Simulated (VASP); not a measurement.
# Na (Im-3m) in VASP: a series of runs

The runs below take Na through single point, with PBE.

Everything below comes from runs of VASP 6.6.1. Logs are shortened: lines on timing, memory, paths and dates and some standing lists are left out, and cuts for length are marked.

### Step 1. The cell of the first run

The structure is cubic, space group Im-3m (No. 229). The conventional cell has a = 4.197 Å, b = 4.197 Å, c = 4.197 Å, α = 90.00°, β = 90.00°, γ = 90.00°. Na (site symmetry m-3m) has 14 Na at 3.63 to 4.20 Å within 4.8 Å.

### Step 2. Single point, PBE

INCAR

```
SYSTEM = Na
PREC = Accurate
ENCUT = 520
EDIFF = 1E-7
ISMEAR = 1
SIGMA = 0.2
LREAL = .FALSE.
LASPH = .TRUE.
NELM = 80
ALGO = Normal
ISIF = 2
LWAVE = .FALSE.
LCHARG = .TRUE.
GGA = PE
LELF = .TRUE.
LVHAR = .TRUE.
NBANDS = 10
```

KPOINTS

```
regular mesh
0
G
  11 11 11
  0 0 0
```

POSCAR

```
Na
1.0
   -2.0985562613      2.0985562613      2.0985562613
    2.0985562613     -2.0985562613      2.0985562613
    2.0985562613      2.0985562613     -2.0985562613
Na
1
Direct
    0.0000000000      0.0000000000      0.0000000000
```

Potentials or basis: VASP PAW PBE potentials, release 64 (Na_pv).

Run with:

```console
cat potpaw_PBE.64/Na_pv/POTCAR > POTCAR
mpirun -np 1 vasp_std > vasp.out
```

OUTCAR:

```text
SYSTEM = Na
   PREC = Accurate
   ENCUT = 520
   EDIFF = 1E-7
   ISMEAR = 1
   LREAL = .FALSE.
   LASPH = .TRUE.
   NELM = 80
   ISIF = 2
   GGA = PE

 ion  position               nearest neighbor table
   1  0.000  0.000  0.000-

  LATTYP: Found a body centered cubic cell.
 ALAT       =     4.1971125226

  Lattice vectors:

 A1 = (  -2.0985562613,   2.0985562613,   2.0985562613)
 A2 = (   2.0985562613,  -2.0985562613,   2.0985562613)
 A3 = (   2.0985562613,   2.0985562613,  -2.0985562613)

Analysis of symmetry for initial positions (statically):
=====================================================================
 Subroutine PRICEL returns:
 Original cell was already a primitive cell.

 Routine SETGRP: Setting up the symmetry group for a
 body centered cubic supercell.

 Subroutine GETGRP returns: Found 48 space group operations
 (whereof 48 operations were pure point group operations)
 out of a pool of 48 trial point group operations.

The static configuration has the point symmetry O_h .

Analysis of symmetry for dynamics (positions and initial velocities):
=====================================================================
 Subroutine PRICEL returns:
 Original cell was already a primitive cell.

 Routine SETGRP: Setting up the symmetry group for a
 body centered cubic supercell.

 Subroutine GETGRP returns: Found 48 space group operations
 (whereof 48 operations were pure point group operations)
 out of a pool of 48 trial point group operations.

The dynamic configuration has the point symmetry O_h .

 Subroutine INISYM returns: Found 48 space group operations
 (whereof 48 operations are pure point group operations),
 and found     1 'primitive' translations

----------------------------------------------------------------------------------------

                                     Primitive cell

  volume of cell :      36.9676

  direct lattice vectors                    reciprocal lattice vectors
    -2.098556261  2.098556261  2.098556261     0.000000000  0.238259040  0.238259040
     2.098556261 -2.098556261  2.098556261     0.238259040  0.000000000  0.238259040
     2.098556261  2.098556261 -2.098556261     0.238259040  0.238259040  0.000000000

  length of vectors
     3.634806067  3.634806067  3.634806067     0.336949166  0.336949166  0.336949166

  position of ions in fractional coordinates (direct lattice)
     0.000000000  0.000000000  0.000000000

  ion indices of the primitive-cell ions
   primitive index   ion index
                 1           1

----------------------------------------------------------------------------------------

 KPOINTS: regular mesh

Automatic generation of k-mesh.
 Grid dimensions read from file:
 generate k-points for:   11   11   11

 Generating k-lattice:

  Cartesian coordinates                     Fractional coordinates (reciprocal lattice)
     0.000000000  0.021659913  0.021659913     0.090909091  0.000000000  0.000000000
     0.021659913  0.000000000  0.021659913     0.000000000  0.090909091  0.000000000
     0.021659913  0.021659913  0.000000000     0.000000000  0.000000000  0.090909091

  Length of vectors
     0.030631742  0.030631742  0.030631742

  Shift w.r.t. Gamma in fractional coordinates (k-lattice)
     0.000000000  0.000000000  0.000000000

 Subroutine IBZKPT returns following result:
 ===========================================

 Found     56 irreducible k-points:

 Following reciprocal coordinates:
            Coordinates               Weight
  0.000000  0.000000  0.000000      1.000000
  0.090909  0.000000  0.000000     12.000000
  0.181818  0.000000  0.000000     12.000000
  0.272727  0.000000  0.000000     12.000000
  0.363636  0.000000  0.000000     12.000000
  0.454545  0.000000  0.000000     12.000000
[... 16 lines left out ...]
  0.272727  0.181818  0.090909     48.000000
  0.363636  0.181818  0.090909     24.000000
 [... further k-points ...]
   k-points           NKPTS =     56   k-points in BZ     NKDIM =     56   number of bands    NBANDS=     10
   number of dos      NEDOS =    301   number of ions     NIONS =      1
   total plane-waves  NPLWV =  21952
   dimension x,y,z NGX =    28 NGY =   28 NGZ =   28
   dimension x,y,z NGXF=    56 NGYF=   56 NGZF=   56
   ions per type =               1
   NGX,Y,Z   is equivalent  to a cutoff of  12.81, 12.81, 12.81 a.u.
   NGXF,Y,Z  is equivalent  to a cutoff of  25.61, 25.61, 25.61 a.u.
 SYSTEM =  Na
   PREC   = accura    normal or accurate (medium, high low for compatibility)
   ISTART =      0    job   : 0-new  1-cont  2-samecut
   ICHARG =      2    charge: 1-file 2-atom 10-const
   ISPIN  =      1    spin polarized calculation?
   LNONCOLLINEAR =      F non collinear calculations
   LSORBIT =      F    spin-orbit coupling
   LASPH  =      T    aspherical Exc in radial PAW
   ENCUT  =  520.0 eV  38.22 Ry    6.18 a.u.   6.76  6.76  6.76*2*pi/ulx,y,z
   NELM   =     80;   NELMIN=  2; NELMDL= -5     # of ELM steps
   EDIFF  = 0.1E-06   stopping-criterion for ELM
   LREAL  =      F    real-space projection
   EDIFFG = 0.1E-05   stopping-criterion for IOM
   NSW    =      0    number of steps for IOM
   IBRION =     -1    ionic relax: 0-MD 1-quasi-New 2-CG
   NFREE  =      0    steps in history (QN), initial steepest desc. (CG)
   ISIF   =      2    stress and relaxation
   ISYM   =      2    0-nonsym 1-usesym 2-fastsym
   POTIM  = 0.5000    time-step for ionic-motion
   TEBEG  =    0.0;   TEEND  =   0.0 temperature during run
   PSTRESS=    0.0 pullay stress
   NELECT =       7.0000    total number of electrons
   NUPDOWN=      -1.0000    fix difference up-down
   EMIN   =  10.00;   EMAX   =-10.00  energy-range for DOS
   EFERMI =   0.00;   METHOD = LEGACY
   ISMEAR =     1;   SIGMA  =   0.20  broadening in eV -4-tet -1-fermi 0-gaus
   EFERMI_NEDOS =   21; number of points for ismear=-14 and -15
   IALGO  =     38    algorithm
   IMIX   =      4    mixing-type and parameters
     AMIX     =   0.40;   BMIX     =  1.00
     AMIX_MAG =   1.60;   BMIX_MAG =  1.00
  volume/ion in A,a.u.               =      36.97       249.47
  Fermi-wavevector in a.u.,A,eV,Ry     =   0.940085  1.776502 12.024270  0.883759
  Thomas-Fermi vector in A             =   2.067461
   LORBIT       =      0    0 simple, 1 ext, 2 COOP (PROOUT), +10 PAW based schemes
   GGA     = PE    functional components
   LHFCALC =     F    Hartree Fock is set to
   AEXX    =    0.0000 exact exchange contribution
   IVDW    =     0    specifies the selected vdW correction
   LEPSILON=     F    determine dielectric tensor
   LRPA    =     F    only Hartree local field effects (RPA)
 non-spin polarized calculation
 Methfessel and Paxton  Order N= 1 SIGMA  =   0.20
  energy-cutoff  :      520.00
  volume of cell :       36.97
 maximum number of plane-waves:      1008
   NGX = 13   NGY = 13   NGZ = 13

 number of electron       7.0000004 magnetization

 Free energy of the ion-electron system (eV)
  ---------------------------------------------------
  ext. energy  EPLUGINS =         0.00000000
  ---------------------------------------------------
  free energy    TOTEN  =        -1.31363273 eV

  energy without entropy =       -1.31478908  energy(sigma->0) =       -1.31401818

 E-fermi :   0.3793     XC(G=0):  -6.5095

 val. band max:        0.3065070811   @ k =  -0.3636   0.4545   0.0909
 cond. band min:       0.4426242459   @ k =   0.1818   0.1818   0.1818
 fundamental gap:      0.1361171648
 Fermi energy:         0.3793419121

 k-point     1 :       0.0000    0.0000    0.0000
  band No.  band energies     occupation
      1     -24.5623      2.00000
      2     -24.5623      2.00000
      3     -24.5623      2.00000
      4      -2.9469      2.00000
      5      12.0878      0.00000
      6      12.0878      0.00000
      7      12.0878      0.00000
      8      13.0896      0.00000
      9      13.0896      0.00000
     10      13.6474      0.00000

 k-point     2 :       0.0909    0.0000    0.0000
  band No.  band energies     occupation
      1     -24.5652      2.00000
      2     -24.5633      2.00000
      3     -24.5623      2.00000
      4      -2.8010      2.00000
      5      10.3865      0.00000
      6      11.2729      0.00000
      7      11.5745      0.00000
      8      12.1227      0.00000
      9      12.4988      0.00000
     10      13.9881      0.00000

 k-point     3 :       0.1818    0.0000    0.0000
  band No.  band energies     occupation
      1     -24.5729      2.00000
      2     -24.5659      2.00000
      3     -24.5623      2.00000
      4      -2.3657      2.00000
      5       8.0233      0.00000
      6      10.2329      0.00000
      7      10.8047      0.00000
      8      11.1352      0.00000
      9      12.0493      0.00000
     10      14.2283      0.00000

 k-point     4 :       0.2727    0.0000    0.0000
  band No.  band energies     occupation
      1     -24.5829      2.00000
      2     -24.5693      2.00000
      3     -24.5623      2.00000
      4      -1.6484      2.00000
      5       5.8346      0.00000
      6       9.4169      0.00000
      7      10.1782      0.00000
      8      10.3892      0.00000
      9      11.4756      0.00000
     10      14.8615      0.00000
[... 222 lines left out ...]
 k-point    22 :       0.1818    0.1818    0.0909
  band No.  band energies     occupation
      1     -24.5899      2.00000
      2     -24.5712      2.00000
      3     -24.5668      2.00000
      4      -0.5213      2.00000
      5       5.1017      0.00000
      6       5.6946      0.00000
      7       7.3966      0.00000
      8      13.8412      0.00000
      9      14.4145      0.00000
     10      15.6826      0.00000

 k-point    23 :       0.2727    0.1818    0.0909
  band No.  band energies     occupation
      1     -24.5916      2.00000
      2     -24.5759      2.00000
      3     -24.5675      2.00000
      4       0.5777     -0.04850
      5       3.5392     -0.00000
      6       5.0932      0.00000
      7       6.9331      0.00000
      8      13.7654      0.00000
      9      14.9216      0.00000
     10      15.7519      0.00000

 k-point    24 :       0.3636    0.1818    0.0909
  band No.  band energies     occupation
      1     -24.5916      2.00000
      2     -24.5784      2.00000
      3     -24.5677      2.00000
      4       1.7085     -0.00000
      5       2.1964     -0.00000
      6       4.9416      0.00000
      7       6.7854      0.00000
      8      13.6748      0.00000
      9      15.0522      0.00000
     10      16.1758      0.00000

 [... further k-points ...]
[... 5 lines left out ...]
  --------------------------------------------------------------------------------------
  -------------------------------------------------------------------------------------
  Total       -0.0039562     -0.0039562     -0.0039562      0.0000000     -0.0000000      0.0000000
  in kB       -0.1714601     -0.1714601     -0.1714601      0.0000000     -0.0000000      0.0000000
  external PRESSURE =      -0.1714601 kB  Pullay stress =       0.0000000 kB

 VOLUME and BASIS-vectors are now :
 -----------------------------------------------------------------------------
  energy-cutoff  :      520.00
  volume of cell :       36.97
      direct lattice vectors                 reciprocal lattice vectors
    -2.098556261  2.098556261  2.098556261     0.000000000  0.238259040  0.238259040
     2.098556261 -2.098556261  2.098556261     0.238259040  0.000000000  0.238259040
     2.098556261  2.098556261 -2.098556261     0.238259040  0.238259040  0.000000000

 POSITION                                       TOTAL-FORCE (eV/Angst)
 -----------------------------------------------------------------------------------
      0.00000      0.00000      0.00000         0.000000      0.000000     -0.000000
 -----------------------------------------------------------------------------------
    total drift:                                0.000000      0.000000      0.000000

  FREE ENERGIE OF THE ION-ELECTRON SYSTEM (eV)
  ---------------------------------------------------
  free  energy   TOTEN  =        -1.3136327332 eV

  energy  without entropy=       -1.3147890770  energy(sigma->0) =       -1.31401818
```

Wall time 9.3 s (1 thread of AMD EPYC 9R45 (Zen 5), shared host); peak memory 0.12 GiB.

Results:

```
Free energy : -1.3136 eV
Pressure    : 0.0 GPa
```

Levels at points of the mesh, in eV from the Fermi level:
```
           k point  band 1  band 2  band 3  band 4  band 5  band 6  band 7
(0.00, 0.00, 0.00)  -24.94  -24.94  -24.94   -3.33   11.71   11.71   11.71
```

### Step 3. Single point, PBE

INCAR

```
SYSTEM = Na
PREC = Accurate
ENCUT = 520
EDIFF = 1E-6
ISMEAR = 1
SIGMA = 0.3
LREAL = .False.
LASPH = .True.
NELM = 60
ALGO = Normal
ISIF = 2
LWAVE = .False.
LCHARG = .True.
GGA = PE
LELF = .True.
LVHAR = .True.
NBANDS = 10
```

KPOINTS

```
regular mesh
0
Gamma
  11 11 11
  0 0 0
```

POSCAR is that of step 2.

Potentials or basis: VASP PAW PBE potentials, release 64 (Na_pv).

Run with:

```console
cat potpaw_PBE.64/Na_pv/POTCAR > POTCAR
mpirun -np 1 vasp_std > vasp.out
```

Run time: 8.5 s. Hardware: 1 thread of AMD EPYC 9R45 (Zen 5), shared host; peak memory 0.12 GiB.

It converged, with:

```yaml
Free_energy: -1.3130 eV
Pressure: 0.0 GPa
```

Levels at points of the mesh, in eV from the Fermi level:
| k point | band 1 | band 2 | band 3 | band 4 | band 5 | band 6 | band 7 | band 8 |
| --- | --- | --- | --- | --- | --- | --- | --- | --- |
| (0.00, 0.00, 0.00) | -24.94 | -24.94 | -24.94 | -3.33 | 11.71 | 11.71 | 11.71 | 12.71 |

### Step 4. Single point, PBE

INCAR

```
  ALGO = Normal
  EDIFF = 1E-7
  ENCUT = 520
  GGA = PE
  ISIF = 2
  ISMEAR = 1
  LASPH = True
  LCHARG = False
  LREAL = False
  LWAVE = False
  NBANDS = 10
  NELM = 60
  PREC = Accurate
  SIGMA = 0.6
```

KPOINTS

```
k-points
0
Gamma
  11 11 11
```

POSCAR is that of step 3.

Run with:

```console
cat potpaw_PBE.64/Na_pv/POTCAR > POTCAR
mpirun -np 1 vasp_std > vasp.out
```

Wall time 8.9 s (1 thread of AMD EPYC 9R45 (Zen 5), shared host); peak memory 0.12 GiB.

Results (log left out):

```yaml
Free_energy: -1.3111 eV
Pressure: 0.0 GPa
```

Levels at points of the mesh, in eV from the Fermi level:
```csv
k point,band 1,band 2,band 3,band 4,band 5,band 6
"(0.00, 0.00, 0.00)",-24.92,-24.92,-24.92,-3.30,11.73,11.73
```

### Step 5. Single point, PBE

INCAR

```
SYSTEM = Na
PREC     = Accurate       ! precision mode
ENCUT    = 520            ! plane-wave cutoff, eV
EDIFF    = 1E-6           ! SCF threshold, eV
ISMEAR   = 1              ! smearing method
SIGMA    = 1.0            ! smearing width, eV
LREAL    = .FALSE.        ! projectors in reciprocal space
LASPH    = .TRUE.         ! aspherical terms in the spheres
NELM     = 80             ! most SCF steps
ALGO     = Normal         ! electronic algorithm
ISIF     = 2              ! what is computed and relaxed
LWAVE    = .FALSE.        ! write WAVECAR
LCHARG   = .FALSE.        ! write CHGCAR
GGA      = PE             ! functional
NBANDS   = 10             ! bands
```

KPOINTS

```
Automatic mesh
0
G
  11 11 11
  0 0 0
```

POSCAR is that of step 4.

Run with:

```console
cat potpaw_PBE.64/Na_pv/POTCAR > POTCAR
mpirun -np 1 vasp_std > vasp.out
```

Run time: 7.7 s. Hardware: 1 thread of AMD EPYC 9R45 (Zen 5), shared host; peak memory 0.12 GiB.

The run converged. Its results:

```
Free energy : -1.3116 eV
Pressure    : 0.0 GPa
```

Levels at points of the mesh, in eV from the Fermi level:
```tsv
k point	band 1	band 2	band 3	band 4	band 5	band 6	band 7
(0.00, 0.00, 0.00)	-24.90	-24.90	-24.90	-3.29	11.75	11.75	11.75
```

### Step 6. Summary

```tsv
smearing	gap on the mesh (eV)	pressure (GPa)
methfessel-paxton 0.2 eV	none	0.0
methfessel-paxton 0.3 eV	none	0.0
methfessel-paxton 0.6 eV	none	0.0
methfessel-paxton 1 eV	none	0.0
```

Alike in all rows: task single point; level PBE; potentials or basis VASP PAW PBE potentials, release 64 (Na_pv); no spin polarisation; cell as given; k mesh 11 × 11 × 11; cutoff (eV) 520.

Every run on the cell as given and a fine mesh finds a metal.

Absolute energies hang on the potentials; compare differences alone.
